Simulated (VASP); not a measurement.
# Be2H3 (P4/mmm) in VASP: a series of runs, part 2 of 2

VASP 6.6.1. The steps go on from the part before.

## Step 3: Relaxation of cell and atoms, PBE

This run uses another cell than the first one, of 7.73 Å³/atom, 1.002 times its volume.

INCAR reads:

```
SYSTEM = Be2H3
PREC = Accurate
ENCUT = 600
EDIFF = 1E-7
ISMEAR = 0
SIGMA = 0.1
LREAL = .FALSE.
LASPH = .TRUE.
NELM = 100
ALGO = Normal
ISIF = 3
LWAVE = .FALSE.
LCHARG = .FALSE.
GGA = PE
IBRION = 2
NSW = 100
EDIFFG = -0.01
```

KPOINTS reads:

```
Automatic mesh
0
G
  8 8 14
  0 0 0
```

POSCAR reads:

```
Be2H3
1.0
    5.3353867837      0.0000000000      0.0000000000
    0.0000000000      5.3353867837      0.0000000000
    0.0000000000      0.0000000000      2.7170100053
Be H
4 6
Direct
    0.2965651359      0.0000000000      0.5000000000
    0.7034348641      0.0000000000      0.5000000000
    0.0000000000      0.2965651359      0.5000000000
    0.0000000000      0.7034348641      0.5000000000
    0.0000000000      0.5000000000      0.0000000000
    0.5000000000      0.0000000000      0.0000000000
    0.8038166863      0.5000000000      0.0000000000
    0.1961833137      0.5000000000      0.0000000000
    0.5000000000      0.8038166863      0.0000000000
    0.5000000000      0.1961833137      0.0000000000
```

Potentials or basis: VASP PAW PBE potentials, release 64 (Be, H).

Command:

```bash
cat potpaw_PBE.64/Be/POTCAR potpaw_PBE.64/H/POTCAR > POTCAR
mpirun -np 1 vasp_std > vasp.out
```

Run time: 17 min. Hardware: 1 thread of Intel Xeon Platinum 8259CL at 2.50GHz (Skylake/Cascade Lake), shared host; peak memory 0.32 GiB.

Results (log left out):

| Item | Value |
| --- | --- |
| Free energy | -25.3734 eV |
| Relaxed volume | 7.72 Å³/atom |
| Relaxed cell | a = 5.772 Å, b = 5.772 Å, c = 2.316 Å, α = 90.00°, β = 90.00°, γ = 90.00° |
| Space group after relaxing (to 0.05 Å) | P4/mmm (No. 123) |
| Energy gained by relaxing | 24.3 meV/atom |
| Ionic steps | 17 |
| Pressure after relaxing | 0.0 GPa |
| Largest force after relaxing | 0.006 eV/Å |
| Band gap on the k mesh | zero (band 7 reaches 3.34 eV, above the bottom of band 8 at 1.10 eV) |

Forces in eV/Å, atoms in the order of the input:
```
Be   0.006  0.000  0.000
Be  -0.006  0.000  0.000
Be   0.000  0.006  0.000
Be   0.000 -0.006  0.000
H    0.000  0.000  0.000
H    0.000  0.000  0.000
H   -0.002  0.000  0.000
H    0.002  0.000  0.000
H    0.000 -0.002  0.000
H    0.000  0.002  0.000
```

Step by step:
| step | energy change (eV) | largest force (eV/Å) | pressure (GPa) | volume (Å³) |
| --- | --- | --- | --- | --- |
| 1 | 0.0000 | 0.3058 | -0.06 | 77.34 |
| 2 | -0.0294 | 0.1505 | -0.38 | 77.31 |
| 3 | -0.0507 | 0.0922 | -0.70 | 77.26 |
| 4 | -0.0681 | 0.3111 | -1.13 | 77.14 |
| 5 | -0.0906 | 0.2873 | -0.96 | 76.85 |
| 6 | -0.1496 | 0.2209 | -0.37 | 75.94 |
| 7 | -0.1973 | 0.1235 | 1.26 | 73.92 |
| 8 | 0.0507 | 0.5771 | 7.63 | 68.99 |
| 9 | -0.2046 | 0.1077 | 2.28 | 72.95 |
| 10 | -0.2244 | 0.1171 | 1.53 | 74.19 |
| 11 | -0.2303 | 0.1198 | 1.01 | 75.17 |
| 12 | -0.2306 | 0.1194 | 0.87 | 75.44 |
| 13 | -0.2407 | 0.0216 | 0.55 | 76.28 |
| 14 | -0.2421 | 0.0526 | 0.39 | 76.74 |
| 15 | -0.2431 | 0.0122 | -0.12 | 77.27 |
| 16 | -0.2431 | 0.0144 | -0.05 | 77.20 |
| 17 | -0.2432 | 0.0060 | -0.03 | 77.16 |

Final structure:
```xyz
10
Lattice="5.7719 0.0000 0.0000 0.0000 5.7719 0.0000 0.0000 0.0000 2.3162" Properties=species:S:1:pos:R:3 pbc="T T T"
Be    1.5871    0.0000    1.1581
Be    4.1849    0.0000    1.1581
Be    0.0000    1.5871    1.1581
Be    0.0000    4.1849    1.1581
H     0.0000    2.8860    0.0000
H     2.8860    0.0000    0.0000
H     4.7131    2.8860    0.0000
H     1.0588    2.8860    0.0000
H     2.8860    4.7131    0.0000
H     2.8860    1.0588    0.0000
```

Levels at points of the mesh, in eV from the Fermi level:
| k point | band 5 | band 6 | band 7 | band 8 | band 9 | band 10 |
| --- | --- | --- | --- | --- | --- | --- |
| (0.00, 0.00, 0.00) | -5.88 | -2.22 | -2.22 | -1.31 | 0.44 | 4.41 |
| (0.50, 0.00, 0.00) | -5.49 | -3.94 | -0.58 | 0.64 | 1.32 | 2.82 |
| (0.50, 0.50, 0.00) | -3.61 | -2.14 | -2.14 | 0.73 | 0.95 | 2.98 |
| (0.00, 0.00, 0.50) | -1.49 | -0.36 | 0.11 | 0.14 | 0.14 | 0.26 |
| (0.50, 0.00, 0.50) | -1.17 | -1.11 | -1.05 | -0.52 | -0.01 | 2.40 |
| (0.50, 0.50, 0.50) | -1.00 | -1.00 | -0.71 | -0.04 | 1.53 | 1.79 |

## Step 4: Single point, PBE

This run uses another cell than the first one, of 7.73 Å³/atom, 1.002 times its volume.

INCAR reads:

```
SYSTEM = Be2H3
PREC = Accurate ; ENCUT = 520
EDIFF = 1E-7 ; ISMEAR = 0
SIGMA = 0.1 ; LREAL = .False.
LASPH = .True. ; NELM = 100
ALGO = Normal ; ISIF = 2
LWAVE = .False. ; LCHARG = .False.
GGA = PE ; NBANDS = 18
```

KPOINTS reads:

```
Automatic mesh
0
Gamma
  4 4 6
  0 0 0
```

POSCAR is that of step 3.

Potentials or basis: VASP PAW PBE potentials, release 64 (Be, H).

Command:

```bash
cat potpaw_PBE.64/Be/POTCAR potpaw_PBE.64/H/POTCAR > POTCAR
mpirun -np 1 vasp_std > vasp.out
```

OUTCAR:

```text
SYSTEM = Be2H3
   PREC = Accurate
   ENCUT = 520
   EDIFF = 1E-7
   ISMEAR = 0
   LREAL = .False.
   LASPH = .True.
   NELM = 100
   ISIF = 2
   GGA = PE

 ion  position               nearest neighbor table
   1  0.297  0.000  0.500-   2 2.17   3 2.24   4 2.24
   2  0.703  0.000  0.500-   1 2.17   3 2.24   4 2.24
   3  0.000  0.297  0.500-   4 2.17   2 2.24   1 2.24
   4  0.000  0.703  0.500-   3 2.17   2 2.24   1 2.24
   5  0.000  0.500  0.000-
   6  0.500  0.000  0.000-
   7  0.804  0.500  0.000-
[... 721 lines left out ...]
  Total        0.1056617      0.1056617     -0.0548679      0.0000000      0.0000000      0.0000000
  in kB        2.1887961      2.1887961     -1.1365950      0.0000000      0.0000000      0.0000000
  external PRESSURE =       1.0803324 kB  Pullay stress =       0.0000000 kB

 VOLUME and BASIS-vectors are now :
 -----------------------------------------------------------------------------
  energy-cutoff  :      520.00
  volume of cell :       77.34
      direct lattice vectors                 reciprocal lattice vectors
     5.335386784  0.000000000  0.000000000     0.187427836  0.000000000  0.000000000
     0.000000000  5.335386784  0.000000000     0.000000000  0.187427836  0.000000000
     0.000000000  0.000000000  2.717010005     0.000000000  0.000000000  0.368051644

 POSITION                                       TOTAL-FORCE (eV/Angst)
 -----------------------------------------------------------------------------------
      1.58229      0.00000      1.35851        -0.018201     -0.000000      0.000000
      3.75310      0.00000      1.35851         0.018201     -0.000000     -0.000000
      0.00000      1.58229      1.35851        -0.000000     -0.018201     -0.000000
      0.00000      3.75310      1.35851        -0.000000      0.018201      0.000000
      0.00000      2.66769      0.00000        -0.000000     -0.000000      0.000000
      2.66769      0.00000      0.00000        -0.000000     -0.000000      0.000000
      4.28867      2.66769      0.00000         0.013852     -0.000000      0.000000
      1.04671      2.66769      0.00000        -0.013852     -0.000000      0.000000
      2.66769      4.28867      0.00000        -0.000000      0.013852     -0.000000
      2.66769      1.04671      0.00000        -0.000000     -0.013852      0.000000
 -----------------------------------------------------------------------------------
    total drift:                                0.000000      0.000000      0.000000

  FREE ENERGIE OF THE ION-ELECTRON SYSTEM (eV)
  ---------------------------------------------------
  free  energy   TOTEN  =       -25.2450014205 eV

  energy  without entropy=      -25.2384470561  energy(sigma->0) =      -25.24172424
```

stdout:

```text
POSCAR found type information on POSCAR BeH
 POSCAR found :  2 types and      10 ions
 scaLAPACK will be used
 LDA part: xc-table for (Slater+PW92), standard interpolation
 POSCAR, INCAR and KPOINTS ok, starting setup
 FFT: planning ... GRIDC
 FFT: planning ... GRID_SOFT
 FFT: planning ... GRID
 WAVECAR not read
 entering main loop
```

Wall time 25 s (1 thread of Intel Xeon Platinum 8259CL at 2.50GHz (Skylake/Cascade Lake), shared host); peak memory 0.18 GiB.

What came out:

```yaml
Free_energy: -25.2450 eV
Pressure: 0.1 GPa
Largest_force: 0.018 eV/Å
Band_gap_on_the_k_mesh: zero (band 7 reaches 3.60 eV, above the bottom of band 8 at 1.17 eV)
```

Forces on the atoms (eV/Å):
```
Be  -0.018  0.000  0.000
Be   0.018  0.000  0.000
Be   0.000 -0.018  0.000
Be   0.000  0.018  0.000
H    0.000  0.000  0.000
H    0.000  0.000  0.000
H    0.014  0.000  0.000
H   -0.014  0.000  0.000
H    0.000  0.014  0.000
H    0.000 -0.014  0.000
```

Levels at points of the mesh, in eV from the Fermi level:
```
           k point  band 4  band 5  band 6  band 7  band 8  band 9  band 10  band 11
(0.00, 0.00, 0.00)   -5.26   -4.77   -0.52   -0.52    0.04    0.86     5.81     6.94
(0.50, 0.00, 0.00)   -5.02   -4.88   -2.65    1.01    2.96    3.18     4.04     5.69
(0.50, 0.50, 0.00)   -6.28   -2.32   -0.70   -0.70    3.67    3.75     4.39     4.66
(0.00, 0.00, 0.50)   -2.05   -2.05   -1.55   -0.94    0.44    0.44     1.27     1.27
(0.50, 0.00, 0.50)   -2.68   -2.03   -1.78   -1.11   -0.80    0.53     1.18     1.49
(0.50, 0.50, 0.50)   -2.45   -2.45   -2.30   -2.19   -0.12   -0.08     2.68     2.68
```

Caveat: the k points lie up to 0.39 Å⁻¹ apart.

## Step 5: Summary

| task | cell | k mesh | cutoff (eV) | gap on the mesh (eV) | pressure (GPa) | largest force (eV/Å) |
| --- | --- | --- | --- | --- | --- | --- |
| single point | a = 5.772, b = 5.772, c = 2.316 Å, 10 atoms | 8 × 8 × 14 | 520 | none | -0.1 | 0.01 |
| relaxation of cell and atoms | relaxed from a = 5.335, b = 5.335, c = 2.717 Å, 10 atoms | 8 × 8 × 14 | 600 | none | 0.0 | 0.01 |
| single point | a = 5.335, b = 5.335, c = 2.717 Å, 10 atoms | 4 × 4 × 6 | 520 | none | 0.1 | 0.02 |

Alike in all rows: level PBE; potentials or basis VASP PAW PBE potentials, release 64 (Be, H); no spin polarisation; smearing gaussian 0.1 eV.

Caveats: some runs use coarse meshes.

Total energies depend on the potentials used, so only differences within one code and one set of settings carry meaning.
